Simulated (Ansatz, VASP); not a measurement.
## Two plane-wave programs on Ge

The input INCAR:

```
SYSTEM = Ge
ALGO = Normal
EDIFF = 1E-8
ENCUT = 520
GGA = PE
ISIF = 2
ISMEAR = -1
LASPH = .TRUE.
LCHARG = .FALSE.
LEFG = .TRUE.
LREAL = .FALSE.
LWAVE = .FALSE.
NBANDS = 13
NELM = 60
PREC = Accurate
SIGMA = 0.05
```

Contents of KPOINTS:

```
k-points
0
G
  13 13 13
  0 0 0
```

Contents of POSCAR:

```
Ge
1.0
    2.6938715413      0.0000000000      0.0000000000
    0.0000000000      2.6938715413      0.0000000000
    0.0000000000      0.0000000000      2.6938715413
Ge
1
Direct
    0.0000000000      0.0000000000      0.0000000000
```

Input for Ansatz:

```yaml
crystal:
  lattice:
    - [2.6938715413, 0.0, 0.0]
    - [0.0, 2.6938715413, 0.0]
    - [0.0, 0.0, 2.6938715413]
  atoms:
    - { symbol: Ge, position: [0.0, 0.0, 0.0] }
kpoints:
  mp_grid: { grid: [13, 13, 13] }
scf:
  occupations: { method: fermi_dirac, width: 0.05 }
hamiltonian:
  xc: pbe
  pseudopotentials: { kind: paw }
output:
  forces: true
  stress: true
  eigenvalues: true
  efg: { contact_densities: true }
```

Change from the starting cell: volume scaled by 0.98, PAW files.

Alike in both runs: task electric field gradients; functional PBE; k mesh 13 × 13 × 13; occupations fermi-dirac, width 0.05 eV; no spin polarisation.

|  | VASP | Ansatz |
| --- | --- | --- |
| version | VASP 6.6.1 | Ansatz 0.2.0 |
| potentials or method | VASP PAW PBE potentials, release 64 (Ge_d) | PAW with Ansatz's default frozen-core files, scalar-relativistic |
| plane-wave cutoff (eV) | 520 | 420 |
| valence electrons in the cell | 14 | 14 |

```csv
,VASP,Ansatz,Ansatz less VASP
pressure (GPa),1.5,1.4,-0.04
```

With one functional, cell and mesh, what is left measures potentials, basis and numerics.
